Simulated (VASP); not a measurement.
Write the native input for VASP 6.6.1 that does the following.

- Task: relaxation of the atoms
- Functional: r2SCAN
- Potentials or basis: VASP PAW PBE potentials, release 64 (Ta_pv, N)
- Cutoff: 520 eV
- k mesh: 18 × 18 × 10
- Occupations: gaussian, width 0.1 eV
- Spin: no spin polarisation
- Dipole correction: no
- Further INCAR settings: ALGO = Normal; EDIFF = 1e-07; IBRION = 2; EDIFFG = -0.008; NSW = 60

The system is TaN.

```
Ta N
1.0
     3.13446    0.00000    0.00000
    -1.56723    2.71452    0.00000
     0.00000    0.00000    6.26946
Ta N
2 2
Direct
  0.33333 0.66667 0.03254
  0.66667 0.33333 0.53254
  0.33333 0.66667 0.35246
  0.66667 0.33333 0.85246
```

This cell differs from its parent crystal: strain along c alone, the other axes held: +3.0 %.

The input as run:

POSCAR

```
TaN
1.0
    3.1344588821      0.0000000000      0.0000000000
   -1.5672294410      2.7145210190      0.0000000000
    0.0000000000      0.0000000000      6.2694626611
Ta N
2 2
Direct
    0.3333333333      0.6666666667      0.0325435803
    0.6666666667      0.3333333333      0.5325435803
    0.3333333333      0.6666666667      0.3524564197
    0.6666666667      0.3333333333      0.8524564197
```

INCAR.step1

```
  PREC = Accurate
  ENCUT = 520
  ISMEAR = 0
  SIGMA = 0.1
  LREAL = False
  LASPH = True
  NELM = 80
  GGA = PE
  ALGO = Normal
  EDIFF = 1E-4
  LWAVE = True
  LCHARG = False
  KPAR = 4
```

INCAR.step2

```
  PREC = Accurate
  ENCUT = 520
  EDIFF = 1E-7
  ISMEAR = 0
  SIGMA = 0.1
  LREAL = False
  LASPH = True
  NELM = 80
  ALGO = Normal
  ISIF = 2
  LWAVE = False
  LCHARG = False
  METAGGA = R2SCAN
  LMIXTAU = True
  IBRION = 2
  NSW = 60
  EDIFFG = -0.008
  ISTART = 1
  KPAR = 4
```

KPOINTS

```
regular mesh
0
Gamma
  18 18 10
```

Potentials or basis: VASP PAW PBE potentials, release 64 (Ta_pv, N).

Run with:

```console
$ cat potpaw_PBE.64/Ta_pv/POTCAR potpaw_PBE.64/N/POTCAR > POTCAR
$ cp INCAR.step1 INCAR
$ mpirun -np 4 vasp_std > vasp.out
$ cp INCAR.step2 INCAR
$ mpirun -np 4 vasp_std > vasp.out
```

Results of the run:

```yaml
Energy_gained_by_relaxing: 0.7 meV/atom
Ionic_steps: 3
Pressure_after_relaxing: -8.1 GPa
Band_gap_on_the_k_mesh: zero (bands 16 and 17 overlap by 0.06 eV)
```

Caveat: the cell differs from its parent crystal (strain along c alone, the other axes held: +3.0 %); the PAW data sets were made with another functional, which shifts forces and pressure a little; spin-orbit coupling is left out, which moves the levels of the heavy elements.

Wall time 7.8 min on 4 MPI ranks on Intel(R) Xeon(R) Platinum 8488C (Sapphire Rapids), on a shared host, peak memory 0.33 GiB a rank.
